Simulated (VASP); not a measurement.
# BN in VASP: settings compared, part 2 of 2

VASP 6.6.1. Earlier steps stand in the parts before.

### Step 4. Single point, r2SCAN (strain along [111] +1.5%)

File POSCAR:

```
BN
1.0
    0.0174582595      1.7632842110      1.7632842110
    1.7632842110      0.0174582595      1.7632842110
    1.7632842110      1.7632842110      0.0174582595
B N
1 1
Direct
    0.0000000000      0.0000000000      0.0000000000
    0.5000000000      0.5000000000      0.5000000000
```

File INCAR.step1:

```
PREC = Accurate ; ENCUT = 520
ISMEAR = 0 ; SIGMA = 0.01
LREAL = False ; LASPH = True
NELM = 80 ; NBANDS = 11
GGA = PE ; ALGO = Normal
EDIFF = 1E-4 ; LWAVE = True
LCHARG = False
```

File INCAR.step2:

```
PREC = Accurate ; ENCUT = 520
EDIFF = 1E-6 ; ISMEAR = 0
SIGMA = 0.01 ; LREAL = False
LASPH = True ; NELM = 80
ALGO = Normal ; ISIF = 2
LWAVE = False ; LCHARG = False
METAGGA = R2SCAN ; LMIXTAU = True
NBANDS = 11 ; ISTART = 1
```

File KPOINTS:

```
Automatic mesh
0
Gamma
  12 12 12
```

Potentials or basis: VASP PAW PBE potentials, release 64 (B, N).

Started as:

```bash
> cat potpaw_PBE.64/B/POTCAR potpaw_PBE.64/N/POTCAR > POTCAR
> cp INCAR.step1 INCAR
> mpirun -np 1 vasp_std > vasp.out
> cp INCAR.step2 INCAR
> mpirun -np 1 vasp_std > vasp.out
```

OUTCAR:

```text
PREC = Accurate
   ENCUT = 520
   EDIFF = 1E-6
   ISMEAR = 0
   LREAL = False
   LASPH = True
   NELM = 80
   ISIF = 2
   METAGGA = R2SCAN
   ISTART = 1

 ion  position               nearest neighbor table
   1  0.000  0.000  0.000-   2 1.75   2 1.75   2 1.75   2 1.75   2 1.75   2 1.75
   2  0.500  0.500  0.500-   1 1.75   1 1.75   1 1.75   1 1.75   1 1.75   1 1.75

  LATTYP: Found a trigonal (rhomboedric) cell.
 ALAT       =     2.4937215579
 COS(alpha) =     0.5098759986

  Lattice vectors:

 A1 = (   0.0174582595,   1.7632842110,   1.7632842110)
 A2 = (   1.7632842110,   0.0174582595,   1.7632842110)
 A3 = (   1.7632842110,   1.7632842110,   0.0174582595)

Analysis of symmetry for initial positions (statically):
=====================================================================
 Subroutine PRICEL returns:
 Original cell was already a primitive cell.

 Routine SETGRP: Setting up the symmetry group for a
 trigonal (rhombohedral) supercell.

 Subroutine GETGRP returns: Found 12 space group operations
 (whereof 12 operations were pure point group operations)
 out of a pool of 12 trial point group operations.

The static configuration has the point symmetry D_3d.

Analysis of symmetry for dynamics (positions and initial velocities):
=====================================================================
 Subroutine PRICEL returns:
 Original cell was already a primitive cell.

 Routine SETGRP: Setting up the symmetry group for a
 trigonal (rhombohedral) supercell.

 Subroutine GETGRP returns: Found 12 space group operations
 (whereof 12 operations were pure point group operations)
 out of a pool of 12 trial point group operations.

The dynamic configuration has the point symmetry D_3d.

 Subroutine INISYM returns: Found 12 space group operations
 (whereof 12 operations are pure point group operations),
 and found     1 'primitive' translations

----------------------------------------------------------------------------------------

                                     Primitive cell

[... 113 lines left out ...]
  Thomas-Fermi vector in A             =   2.595114
   LORBIT       =      0    0 simple, 1 ext, 2 COOP (PROOUT), +10 PAW based schemes
   METAGGA = R2SCAN    functional components
   LHFCALC =     F    Hartree Fock is set to
   AEXX    =    0.0000 exact exchange contribution
   IVDW    =     0    specifies the selected vdW correction
   LEPSILON=     F    determine dielectric tensor
   LRPA    =     F    only Hartree local field effects (RPA)
 non-spin polarized calculation
 Gauss-broadening in eV      SIGMA  =   0.01
  energy-cutoff  :      520.00
  volume of cell :       10.80
 maximum number of plane-waves:       303
   NGX =  9   NGY =  9   NGZ =  9

 number of electron       8.0000000 magnetization

 Free energy of the ion-electron system (eV)
  ---------------------------------------------------
  ext. energy  EPLUGINS =         0.00000000
  ---------------------------------------------------
  free energy    TOTEN  =       -15.42123425 eV

  energy without entropy =      -15.42123425  energy(sigma->0) =      -15.42123425

 E-fermi :  10.3326     XC(G=0): -14.6219

 val. band max:       10.2457851321   @ k =   0.3333   0.1667   0.1667
 cond. band min:      11.3706276756   @ k =   0.5000   0.5000   0.0000
 fundamental gap:      1.1248425436
 Fermi energy:        10.3325956247

 k-point     1 :       0.0000    0.0000    0.0000
  band No.  band energies     occupation
      1     -13.3461      2.00000
      2       9.0018      2.00000
      3       9.3697      2.00000
      4       9.3697      2.00000
      5      19.6357      0.00000
      6      23.1204      0.00000
      7      23.1204      0.00000
      8      23.2329      0.00000
      9      29.0653      0.00000
     10      29.6952      0.00000
     11      29.6952      0.00000
[... 309 lines left out ...]
 k-point    24 :      -0.4167    0.1667   -0.0000
  band No.  band energies     occupation
      1      -7.4499      2.00000
      2      -2.0224      2.00000
      3       5.5132      2.00000
      4       8.0444      2.00000
      5      15.4341      0.00000
      6      17.7095      0.00000
      7      20.8631      0.00000
      8      25.4294      0.00000
      9      33.3522      0.00000
     10      36.2106      0.00000
     11      40.3196      0.00000

 [... further k-points ...]
[... 5 lines left out ...]
  --------------------------------------------------------------------------------------
  -------------------------------------------------------------------------------------
  Total       -0.3591723     -0.3591723     -0.3591723     -0.4381414     -0.4381414     -0.4381414
  in kB      -53.2739118    -53.2739118    -53.2739118    -64.9869332    -64.9869332    -64.9869332
  external PRESSURE =     -53.2739118 kB  Pullay stress =       0.0000000 kB

 VOLUME and BASIS-vectors are now :
 -----------------------------------------------------------------------------
  energy-cutoff  :      520.00
  volume of cell :       10.80
      direct lattice vectors                 reciprocal lattice vectors
     0.017458260  1.763284211  1.763284211    -0.287808217  0.284986568  0.284986568
     1.763284211  0.017458260  1.763284211     0.284986568 -0.287808217  0.284986568
     1.763284211  1.763284211  0.017458260     0.284986568  0.284986568 -0.287808217

 POSITION                                       TOTAL-FORCE (eV/Angst)
 -----------------------------------------------------------------------------------
      0.00000      0.00000      0.00000         0.000000      0.000000      0.000000
      1.77201      1.77201      1.77201         0.000000     -0.000000     -0.000000
 -----------------------------------------------------------------------------------
    total drift:                                0.000000      0.000000      0.000000

  FREE ENERGIE OF THE ION-ELECTRON SYSTEM (eV)
  ---------------------------------------------------
  free  energy   TOTEN  =       -15.4212342511 eV

  energy  without entropy=      -15.4212342511  energy(sigma->0) =      -15.42123425
```

It took 59 s on 1 thread of Intel Xeon 6975P-C, shared host; peak memory 0.14 GiB.

Results:

| Quantity | Value |
| --- | --- |
| Free energy | -15.4212 eV |
| Pressure | -5.3 GPa |
| Band gap on the k mesh | 1.12 eV, indirect (least direct gap 6.26 eV) |

Caveat: the cell differs from its parent crystal (strain along [111] +1.5%); the PAW data sets were made with another functional, which shifts forces and pressure a little. A k mesh can miss the band edges.

### Step 5. Single point, HSE06 (strain along [111] +1.5%)

POSCAR is that of step 4.

File INCAR.step1:

```
SYSTEM = BN
PREC = Accurate
ENCUT = 520
EDIFF = 1E-5
ISMEAR = 0
SIGMA = 0.01
LREAL = .False.
LASPH = .True.
NELM = 100
ALGO = Normal
ISIF = 2
LWAVE = .True.
GGA = PE
NBANDS = 11
```

File INCAR.step2:

```
SYSTEM = BN
PREC = Accurate
ENCUT = 520
EDIFF = 1E-6
ISMEAR = 0
SIGMA = 0.01
LREAL = .False.
LASPH = .True.
NELM = 100
ALGO = Normal
ISIF = 2
LWAVE = .False.
LCHARG = .True.
GGA = PE
LHFCALC = .True.
HFSCREEN = 0.2079
PRECFOCK = Normal
LELF = .True.
LVHAR = .True.
ISTART = 1
NBANDS = 11
```

File KPOINTS:

```
Automatic mesh
0
Gamma
  8 8 8
  0 0 0
```

Started as:

```bash
> cat potpaw_PBE.64/B/POTCAR potpaw_PBE.64/N/POTCAR > POTCAR
> cp INCAR.step1 INCAR
> mpirun -np 1 vasp_std > vasp.out
> cp INCAR.step2 INCAR
> mpirun -np 1 vasp_std > vasp.out
```

Run time: 10 min. Hardware: 1 thread of Intel Xeon Platinum 8488C (Sapphire Rapids), shared host; peak memory 0.23 GiB.

Results (log left out):

```
Free energy            : -16.5661 eV
Pressure               : -13.8 GPa
Band gap on the k mesh : 2.09 eV, indirect (least direct gap 6.99 eV)
```

Stress tensor (GPa, compression positive):
```
-13.83  -6.40  -6.40
 -6.40 -13.83  -6.40
 -6.40  -6.40 -13.83
```

Levels at points of the mesh, in eV from the valence-band top:
```tsv
k point	band 2	band 3	band 4	band 5	band 6	band 7
(0.00, 0.00, 0.00)	-1.25	-0.89	-0.89	10.54	13.91	13.91
(0.50, 0.00, 0.00)	-13.61	-0.80	-0.66	6.33	6.51	8.49
(0.50, 0.50, 0.00)	-12.79	-6.23	-5.93	2.09	9.99	16.65
(0.50, 0.50, 0.50)	-13.80	-0.55	-0.55	6.69	6.69	8.88
```

Caveat: the cell differs from its parent crystal (strain along [111] +1.5%); the PAW data sets were made with another functional, which shifts forces and pressure a little.

### Step 6. The runs side by side

```csv
level,cell,k mesh,smearing,grid for exact exchange (PRECFOCK),screening parameter,gap on the mesh (eV),pressure (GPa)
r2SCAN,"a = 2.466, b = 2.466, c = 2.518 Å, angles 59.3, 59.3, 61.4°, 2 atoms",12 × 12 × 12,gaussian 0.01 eV,-,-,0.58,-4.8
PBE,"a = 2.469, b = 2.469, c = 2.481 Å, angles 59.8, 59.8, 59.7°, 2 atoms",12 × 12 × 12,fermi-dirac 0.02 eV,-,-,1.11,3.9
r2SCAN,"a = 2.494 Å, angles 59.3°, 2 atoms",12 × 12 × 12,gaussian 0.01 eV,-,-,1.12,-5.3
HSE06,"a = 2.494 Å, angles 59.3°, 2 atoms",8 × 8 × 8,gaussian 0.01 eV,Normal,0.2079 1/Å,2.09,-13.8
```

Alike in all rows: task single point; potentials or basis VASP PAW PBE potentials, release 64 (B, N); no spin polarisation; cutoff (eV) 520.

Caveats: the PAW data sets were made with another functional, which shifts forces and pressure a little (some runs).

Absolute energies hang on the potentials; compare differences alone.
